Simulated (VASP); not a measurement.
# Al3Cu (P4/mmm) in VASP: a series of runs

Al3Cu is run at these levels: PBEsol; tasks: single point.

Everything below comes from runs of VASP 6.6.1. Logs are shortened: lines on timing, memory, paths and dates and some standing lists are left out, and cuts for length are marked.

## Step 1: The cell of the first run

The structure is tetragonal, space group P4/mmm (No. 123). The conventional cell has a = 2.858 Å, b = 2.858 Å, c = 7.192 Å, α = 90.00°, β = 90.00°, γ = 90.00°. Within 3.8 Å of Al (site symmetry 4/mmm) lie 12 Al at 2.85 to 2.86 Å and 2 Cu at 3.60 Å. Al (site symmetry 4mm) has 4 Cu at 2.57 Å and 9 Al at 2.85 to 3.17 Å within 3.4 Å. Cu (site symmetry 4/mmm) has 8 Al at 2.57 Å and 4 Cu at 2.86 Å within 3.4 Å.

## Step 2: Single point, PBEsol

INCAR

```
SYSTEM = Al3Cu
PREC = Accurate
ENCUT = 520
EDIFF = 1E-6
ISMEAR = 0
SIGMA = 0.15
LREAL = .FALSE.
LASPH = .TRUE.
NELM = 80
ALGO = Fast
ISIF = 2
LWAVE = .FALSE.
LCHARG = .TRUE.
GGA = PS
LELF = .TRUE.
LVHAR = .TRUE.
NBANDS = 18
```

KPOINTS

```
Automatic mesh
0
G
  18 18 8
  0 0 0
```

POSCAR

```
Al3Cu
1.0
    2.8580248249      0.0000000000      0.0000000000
    0.0000000000      2.8580248249      0.0000000000
    0.0000000000      0.0000000000      7.1918578126
Al Cu
3 1
Direct
    0.0000000000      0.0000000000      0.5000000000
    0.5000000000      0.5000000000      0.2206884206
    0.5000000000      0.5000000000      0.7793115794
    0.0000000000      0.0000000000      0.0000000000
```

Potentials or basis: VASP PAW PBE potentials, release 64 (Al, Cu).

Command:

```
> cat potpaw_PBE.64/Al/POTCAR potpaw_PBE.64/Cu/POTCAR > POTCAR
> mpirun -np 1 vasp_std > vasp.out
```

OUTCAR:

```text
SYSTEM = Al3Cu
   PREC = Accurate
   ENCUT = 520
   EDIFF = 1E-6
   ISMEAR = 0
   LREAL = .FALSE.
   LASPH = .TRUE.
   NELM = 80
   ISIF = 2
   GGA = PS

 ion  position               nearest neighbor table
   1  0.000  0.000  0.500-   2 2.85   3 2.85   2 2.85   3 2.85   2 2.85   3 2.85   2 2.85   3 2.85

   2  0.500  0.500  0.221-   4 2.57   4 2.57   4 2.57   4 2.57   1 2.85   1 2.85   1 2.85   1 2.85
                             3 3.17
   3  0.500  0.500  0.779-   4 2.57   4 2.57   4 2.57   4 2.57   1 2.85   1 2.85   1 2.85   1 2.85
                             2 3.17
   4  0.000  0.000  0.000-   2 2.57   3 2.57   2 2.57   3 2.57   2 2.57   3 2.57   2 2.57   3 2.57

  LATTYP: Found a simple tetragonal cell.
 ALAT       =     2.8580248249
 C/A-ratio  =     2.5163734583

  Lattice vectors:

 A1 = (   2.8580248249,   0.0000000000,   0.0000000000)
 A2 = (   0.0000000000,   2.8580248249,   0.0000000000)
 A3 = (   0.0000000000,   0.0000000000,   7.1918578126)

Analysis of symmetry for initial positions (statically):
=====================================================================
 Subroutine PRICEL returns:
 Original cell was already a primitive cell.

 Routine SETGRP: Setting up the symmetry group for a
 simple tetragonal supercell.

 Subroutine GETGRP returns: Found 16 space group operations
 (whereof 16 operations were pure point group operations)
 out of a pool of 16 trial point group operations.

The static configuration has the point symmetry D_4h.

Analysis of symmetry for dynamics (positions and initial velocities):
=====================================================================
 Subroutine PRICEL returns:
 Original cell was already a primitive cell.

 Routine SETGRP: Setting up the symmetry group for a
 simple tetragonal supercell.

 Subroutine GETGRP returns: Found 16 space group operations
 (whereof 16 operations were pure point group operations)
 out of a pool of 16 trial point group operations.

The dynamic configuration has the point symmetry D_4h.

 Subroutine INISYM returns: Found 16 space group operations
 (whereof 16 operations are pure point group operations),
 and found     1 'primitive' translations

----------------------------------------------------------------------------------------

                                     Primitive cell

  volume of cell :      58.7453

  direct lattice vectors                    reciprocal lattice vectors
     2.858024825  0.000000000  0.000000000     0.349891992  0.000000000  0.000000000
     0.000000000  2.858024825  0.000000000     0.000000000  0.349891992  0.000000000
     0.000000000  0.000000000  7.191857813     0.000000000  0.000000000  0.139046131
[... 94 lines left out ...]
   ISIF   =      2    stress and relaxation
   ISYM   =      2    0-nonsym 1-usesym 2-fastsym
   POTIM  = 0.5000    time-step for ionic-motion
   TEBEG  =    0.0;   TEEND  =   0.0 temperature during run
   PSTRESS=    0.0 pullay stress
   NELECT =      20.0000    total number of electrons
   NUPDOWN=      -1.0000    fix difference up-down
   EMIN   =  10.00;   EMAX   =-10.00  energy-range for DOS
   EFERMI =   0.00;   METHOD = LEGACY
   ISMEAR =     0;   SIGMA  =   0.15  broadening in eV -4-tet -1-fermi 0-gaus
   EFERMI_NEDOS =   21; number of points for ismear=-14 and -15
   IALGO  =     68    algorithm
   IMIX   =      4    mixing-type and parameters
     AMIX     =   0.40;   BMIX     =  1.00
     AMIX_MAG =   1.60;   BMIX_MAG =  1.00
  volume/ion in A,a.u.               =      14.69        99.11
  Fermi-wavevector in a.u.,A,eV,Ry     =   1.143125  2.160193 17.779212  1.306735
  Thomas-Fermi vector in A             =   2.279821
   LORBIT       =      0    0 simple, 1 ext, 2 COOP (PROOUT), +10 PAW based schemes
   GGA     = PS    functional components
   LHFCALC =     F    Hartree Fock is set to
   AEXX    =    0.0000 exact exchange contribution
   IVDW    =     0    specifies the selected vdW correction
   LEPSILON=     F    determine dielectric tensor
   LRPA    =     F    only Hartree local field effects (RPA)
 non-spin polarized calculation
 RMM-DIIS sequential band-by-band and
 Gauss-broadening in eV      SIGMA  =   0.15
  energy-cutoff  :      520.00
  volume of cell :       58.75
 maximum number of plane-waves:      1609
 NGX is ok and might be reduce to    24

 number of electron      20.0000006 magnetization

 Free energy of the ion-electron system (eV)
  ---------------------------------------------------
  ext. energy  EPLUGINS =         0.00000000
  ---------------------------------------------------
  free energy    TOTEN  =       -16.88963850 eV

  energy without entropy =      -16.87211350  energy(sigma->0) =      -16.88087600

 E-fermi :   8.4083     XC(G=0): -10.9439

 val. band max:        8.4043241039   @ k =   0.3333   0.2778   0.3750
 cond. band min:       8.4107409436   @ k =   0.4444   0.3333   0.3750
 fundamental gap:      0.0064168397
 Fermi energy:         8.4082976590

 k-point     1 :       0.0000    0.0000    0.0000
  band No.  band energies     occupation
      1      -2.8010      2.00000
      2      -0.0680      2.00000
      3       0.1297      2.00000
      4       3.8702      2.00000
      5       4.1275      2.00000
      6       4.6681      2.00000
[... 481 lines left out ...]
      5       4.1927      2.00000
      6       4.3828      2.00000
[... 10 lines left out ...]
     17      16.2001      0.00000
     18      17.5303      0.00000

 [... further k-points ...]

------------------------ aborting loop because EDIFF is reached ----------------------------------------

  FORCE on cell =-STRESS in cart. coord.  units (eV):
  Direction    XX          YY          ZZ          XY          YZ          ZX
  --------------------------------------------------------------------------------------
  -------------------------------------------------------------------------------------
  Total       -0.8881363     -0.8881363      1.9550457      0.0000000     -0.0000000     -0.0000000
  in kB      -24.2223957    -24.2223957     53.3205237      0.0000000     -0.0000000     -0.0000000
  external PRESSURE =       1.6252441 kB  Pullay stress =       0.0000000 kB

 VOLUME and BASIS-vectors are now :
 -----------------------------------------------------------------------------
  energy-cutoff  :      520.00
  volume of cell :       58.75
      direct lattice vectors                 reciprocal lattice vectors
     2.858024825  0.000000000  0.000000000     0.349891992  0.000000000  0.000000000
     0.000000000  2.858024825  0.000000000     0.000000000  0.349891992  0.000000000
     0.000000000  0.000000000  7.191857813     0.000000000  0.000000000  0.139046131

 POSITION                                       TOTAL-FORCE (eV/Angst)
 -----------------------------------------------------------------------------------
      0.00000      0.00000      3.59593        -0.000000      0.000000      0.000000
      1.42901      1.42901      1.58716         0.000000     -0.000000      0.006545
      1.42901      1.42901      5.60470        -0.000000     -0.000000     -0.006545
      0.00000      0.00000      0.00000        -0.000000      0.000000      0.000000
 -----------------------------------------------------------------------------------
    total drift:                                0.000000      0.000000      0.000000

  FREE ENERGIE OF THE ION-ELECTRON SYSTEM (eV)
  ---------------------------------------------------
  free  energy   TOTEN  =       -16.8896385020 eV

  energy  without entropy=      -16.8721135018  energy(sigma->0) =      -16.88087600
```

OSZICAR:

```text
N       E                     dE             d eps       ncg     rms          rms(c)
DAV:   1     0.737902317700E+02    0.73790E+02   -0.83526E+03  9932   0.115E+03
DAV:   2    -0.152698792670E+02   -0.89060E+02   -0.82483E+02 10120   0.215E+02
DAV:   3    -0.196997314119E+02   -0.44299E+01   -0.42632E+01 13478   0.531E+01
DAV:   4    -0.197999020973E+02   -0.10017E+00   -0.99774E-01 14188   0.663E+00
DAV:   5    -0.198021603303E+02   -0.22582E-02   -0.22580E-02 14294   0.997E-01    0.180E+01
RMM:   6    -0.258950325417E+02   -0.60929E+01   -0.68079E+01 13200   0.113E+02    0.166E+01
RMM:   7    -0.174662909957E+02    0.84287E+01   -0.20112E+01 11261   0.654E+01    0.444E+00
RMM:   8    -0.168818316990E+02    0.58446E+00   -0.29123E+00 11472   0.250E+01    0.870E-01
RMM:   9    -0.168902339552E+02   -0.84023E-02   -0.25950E-01 12563   0.266E+00    0.267E-01
RMM:  10    -0.168904216935E+02   -0.18774E-03   -0.17485E-02 12276   0.147E+00    0.345E-01
RMM:  11    -0.168915297676E+02   -0.11081E-02   -0.25335E-02 12665   0.201E+00    0.382E-01
RMM:  12    -0.168895003804E+02    0.20294E-02   -0.68126E-03 13013   0.130E+00    0.444E-02
RMM:  13    -0.168896221065E+02   -0.12173E-03   -0.11706E-03 13737   0.220E-01    0.389E-02
RMM:  14    -0.168897387441E+02   -0.11664E-03   -0.33442E-04 13279   0.215E-01    0.111E-01
RMM:  15    -0.168896330556E+02    0.10569E-03   -0.13708E-04 12507   0.155E-01    0.222E-02
RMM:  16    -0.168896378263E+02   -0.47707E-05   -0.50695E-05 13847   0.506E-02    0.266E-02
RMM:  17    -0.168896385020E+02   -0.67571E-06   -0.70621E-06 11750   0.236E-02
   1 F= -.16889639E+02 E0= -.16880876E+02  d E =-.175250E-01
```

Run time: 3.3 min. Hardware: 1 thread of Intel Xeon Platinum 8488C (Sapphire Rapids), shared host; peak memory 0.38 GiB.

Results:

```
Free energy            : -16.8896 eV
Pressure               : 0.2 GPa
Largest force          : 0.007 eV/Å
Band gap on the k mesh : zero (bands 10 and 11 overlap by 7.85 eV)
```

Forces in eV/Å, atoms in the order of the input:
```
Al   0.000  0.000  0.000
Al   0.000  0.000  0.007
Al   0.000  0.000 -0.007
Cu   0.000  0.000  0.000
```

Stress tensor (GPa, compression positive):
```
-2.42  0.00  0.00
 0.00 -2.42  0.00
 0.00  0.00  5.33
```

Caveat: the stress differs along the axes, from -2 to 5 GPa; the PAW data sets were made with another functional, which shifts forces and pressure a little.

## Step 3: Single point, PBEsol

This run uses another cell than the first one, of the same volume but with other edges.

INCAR

```
SYSTEM = Al3Cu
PREC = Accurate ; ENCUT = 520
EDIFF = 1E-7 ; ISMEAR = 0
SIGMA = 0.15 ; LREAL = .FALSE.
LASPH = .TRUE. ; NELM = 100
ALGO = Fast ; ISIF = 2
LWAVE = .FALSE. ; LCHARG = .FALSE.
GGA = PS ; NBANDS = 18
```

KPOINTS

```
regular mesh
0
G
  18 18 8
  0 0 0
```

POSCAR

```
Al3Cu
1.0
    2.6927603934      0.0000000000      0.0000000000
    0.0000000000      2.6927603934      0.0000000000
    0.0000000000      0.0000000000      8.1017281107
Al Cu
3 1
Direct
    0.0000000000      0.0000000000      0.5000000000
    0.5000000000      0.5000000000      0.2206884206
    0.5000000000      0.5000000000      0.7793115794
    0.0000000000      0.0000000000      0.0000000000
```

Potentials or basis: VASP PAW PBE potentials, release 64 (Al, Cu).

Command:

```
> cat potpaw_PBE.64/Al/POTCAR potpaw_PBE.64/Cu/POTCAR > POTCAR
> mpirun -np 1 vasp_std > vasp.out
```

Run time: 3.9 min. Hardware: 1 thread of Intel Xeon Platinum 8488C (Sapphire Rapids), shared host; peak memory 0.37 GiB.

Results (log left out):

```yaml
Free_energy: -16.8096 eV
Pressure: 1.3 GPa
Largest_force: 0.118 eV/Å
Band_gap_on_the_k_mesh: zero (bands 10 and 11 overlap by 4.64 eV)
```

Forces in eV/Å, atoms in the order of the input:
```
Al   0.000  0.000  0.000
Al   0.000  0.000  0.118
Al   0.000  0.000 -0.118
Cu   0.000  0.000  0.000
```

Stress tensor (GPa, compression positive):
```
 5.54  0.00  0.00
 0.00  5.54  0.00
 0.00  0.00 -7.08
```

Levels at points of the mesh, in eV from the Fermi level:
```tsv
k point	band 8	band 9	band 10	band 11	band 12	band 13
(0.00, 0.00, 0.00)	-3.12	-2.87	-0.83	7.08	7.89	7.89
(0.50, 0.00, 0.00)	-3.63	-3.46	-2.51	-1.76	1.90	2.93
(0.50, 0.50, 0.00)	0.12	0.21	0.33	0.33	0.58	0.58
(0.00, 0.00, 0.50)	-3.57	-3.12	2.18	3.77	7.06	8.28
(0.50, 0.00, 0.50)	-3.46	-2.57	-1.59	-1.21	-0.08	0.22
(0.50, 0.50, 0.50)	-1.27	-1.27	0.04	0.09	1.07	2.16
```

Caveat: the stress differs along the axes, from -7 to 6 GPa; the PAW data sets were made with another functional, which shifts forces and pressure a little.

## Step 4: Single point, PBEsol

This run uses another cell than the first one, of the same volume but with other edges.

INCAR

```
SYSTEM = Al3Cu
ALGO = Fast
EDIFF = 1E-6
ENCUT = 520
GGA = PS
ISIF = 2
ISMEAR = 0
LASPH = .TRUE.
LCHARG = .FALSE.
LREAL = .FALSE.
LWAVE = .FALSE.
NBANDS = 18
NELM = 60
PREC = Accurate
SIGMA = 0.15
```

KPOINTS

```
k-points
0
G
  18 18 8
  0 0 0
```

POSCAR

```
Al3Cu
1.0
    2.8177655915      0.0000000000      0.0000000000
    0.0000000000      2.8177655915      0.0000000000
    0.0000000000      0.0000000000      7.3988353526
Al Cu
3 1
Direct
    0.0000000000      0.0000000000      0.5000000000
    0.5000000000      0.5000000000      0.2206884206
    0.5000000000      0.5000000000      0.7793115794
    0.0000000000      0.0000000000      0.0000000000
```

Command:

```
> cat potpaw_PBE.64/Al/POTCAR potpaw_PBE.64/Cu/POTCAR > POTCAR
> mpirun -np 1 vasp_std > vasp.out
```

Run time: 3.6 min. Hardware: 1 thread of Intel Xeon Platinum 8488C (Sapphire Rapids), shared host; peak memory 0.38 GiB.

Results (log left out):

```yaml
Free_energy: -16.9586 eV
Pressure: 0.3 GPa
Largest_force: 0.031 eV/Å
Band_gap_on_the_k_mesh: zero (bands 10 and 11 overlap by 6.87 eV)
```

Forces in eV/Å, atoms in the order of the input:
```
Al   0.000  0.000  0.000
Al   0.000  0.000  0.031
Al   0.000  0.000 -0.031
Cu   0.000  0.000  0.000
```

Stress tensor (GPa, compression positive):
```
-1.34  0.00  0.00
 0.00 -1.34  0.00
 0.00  0.00  3.60
```

Levels at points of the mesh, in eV from the Fermi level:
```
           k point  band 7  band 8  band 9  band 10  band 11  band 12  band 13  band 14
(0.00, 0.00, 0.00)   -3.70   -3.34   -1.30     1.05     6.13     6.14     6.14     7.78
(0.50, 0.00, 0.00)   -3.80   -3.63   -3.60    -2.30    -1.98     3.03     4.19     4.38
(0.50, 0.50, 0.00)   -2.70   -0.65   -0.60     0.06     0.06     0.52     0.52     0.64
(0.00, 0.00, 0.50)   -3.70   -3.37   -3.34     4.89     6.14     6.31     6.77     6.77
(0.50, 0.00, 0.50)   -3.80   -3.60   -2.68    -0.90    -0.78     0.19     1.01     9.09
(0.50, 0.50, 0.50)   -2.01   -1.73   -1.73    -0.74    -0.70     0.43     1.37     3.33
```

Caveat: the PAW data sets were made with another functional, which shifts forces and pressure a little.

## Step 5: Single point, PBEsol

This run uses another cell than the first one, of the same volume but with other edges.

INCAR

```
SYSTEM = Al3Cu
  PREC = Accurate
  ENCUT = 520
  EDIFF = 1E-7
  ISMEAR = 0
  SIGMA = 0.15
  LREAL = .False.
  LASPH = .True.
  NELM = 100
  ALGO = Fast
  ISIF = 2
  LWAVE = .False.
  LCHARG = .True.
  GGA = PS
  LELF = .True.
  LVHAR = .True.
  NBANDS = 18
```

KPOINTS

```
regular mesh
0
Gamma
  18 18 8
  0 0 0
```

POSCAR

```
Al3Cu
1.0
    2.7348415716      0.0000000000      0.0000000000
    0.0000000000      2.7348415716      0.0000000000
    0.0000000000      0.0000000000      7.8543226961
Al Cu
3 1
Direct
    0.0000000000      0.0000000000      0.5000000000
    0.5000000000      0.5000000000      0.2206884206
    0.5000000000      0.5000000000      0.7793115794
    0.0000000000      0.0000000000      0.0000000000
```

Command:

```
> cat potpaw_PBE.64/Al/POTCAR potpaw_PBE.64/Cu/POTCAR > POTCAR
> mpirun -np 1 vasp_std > vasp.out
```

It took 5.1 min on 1 thread of Intel Xeon Platinum 8488C (Sapphire Rapids), shared host; peak memory 0.37 GiB.

It converged, with:

```
Free energy            : -16.9306 eV
Pressure               : 0.6 GPa
Largest force          : 0.118 eV/Å
Band gap on the k mesh : zero (bands 10 and 11 overlap by 5.41 eV)
```

Forces in eV/Å, atoms in the order of the input:
```
Al   0.000  0.000  0.000
Al   0.000  0.000  0.118
Al   0.000  0.000 -0.118
Cu   0.000  0.000  0.000
```

Stress tensor (GPa, compression positive):
```
 3.25  0.00  0.00
 0.00  3.25  0.00
 0.00  0.00 -4.83
```

Levels at points of the mesh, in eV from the Fermi level:
| k point | band 6 | band 7 | band 8 | band 9 | band 10 | band 11 | band 12 | band 13 | band 14 | band 15 |
| --- | --- | --- | --- | --- | --- | --- | --- | --- | --- | --- |
| (0.00, 0.00, 0.00) | -3.63 | -3.63 | -3.21 | -2.38 | -0.22 | 6.75 | 7.27 | 7.27 | 8.10 | 9.09 |
| (0.50, 0.00, 0.00) | -4.05 | -3.76 | -3.70 | -3.53 | -2.45 | -1.84 | 2.23 | 3.41 | 3.51 | 4.51 |
| (0.50, 0.50, 0.00) | -2.27 | -2.27 | -0.15 | -0.07 | 0.23 | 0.23 | 0.55 | 0.55 | 0.88 | 2.21 |
| (0.00, 0.00, 0.50) | -3.74 | -3.63 | -3.63 | -3.21 | 3.06 | 4.62 | 6.73 | 7.82 | 7.82 | 7.88 |
| (0.50, 0.00, 0.50) | -4.33 | -3.70 | -3.53 | -2.61 | -1.34 | -1.13 | -0.03 | 0.48 | 7.85 | 7.94 |
| (0.50, 0.50, 0.50) | -1.65 | -1.65 | -1.44 | -1.44 | -0.23 | -0.18 | 0.85 | 1.88 | 3.29 | 3.29 |

Caveat: the stress differs along the axes, from -5 to 3 GPa; the PAW data sets were made with another functional, which shifts forces and pressure a little.

## Step 6: Summary

```tsv
cell	further INCAR settings	gap on the mesh (eV)	pressure (GPa)	largest force (eV/Å)
a = 2.858, b = 2.858, c = 7.192 Å, 4 atoms	ALGO = Fast; EDIFF = 1e-06; NBANDS = 18	none	0.2	0.01
a = 2.693, b = 2.693, c = 8.102 Å, 4 atoms	ALGO = Fast; EDIFF = 1e-07; NBANDS = 18	none	1.3	0.12
a = 2.818, b = 2.818, c = 7.399 Å, 4 atoms	ALGO = Fast; EDIFF = 1e-06; NBANDS = 18	none	0.3	0.03
a = 2.735, b = 2.735, c = 7.854 Å, 4 atoms	ALGO = Fast; EDIFF = 1e-07; NBANDS = 18	none	0.6	0.12
```

Alike in all rows: task single point; level PBEsol; potentials or basis VASP PAW PBE potentials, release 64 (Al, Cu); no spin polarisation; k mesh 18 × 18 × 8; cutoff (eV) 520; smearing gaussian 0.15 eV.

Caveats: the PAW data sets were made with another functional, which shifts forces and pressure a little; the stress differs along the axes, from -2 to 5 GPa (at least some runs); the stress differs along the axes, from -7 to 6 GPa (at least some runs); the stress differs along the axes, from -5 to 3 GPa (at least some runs).

Total energies depend on the potentials used, so only differences within one code and one set of settings carry meaning.
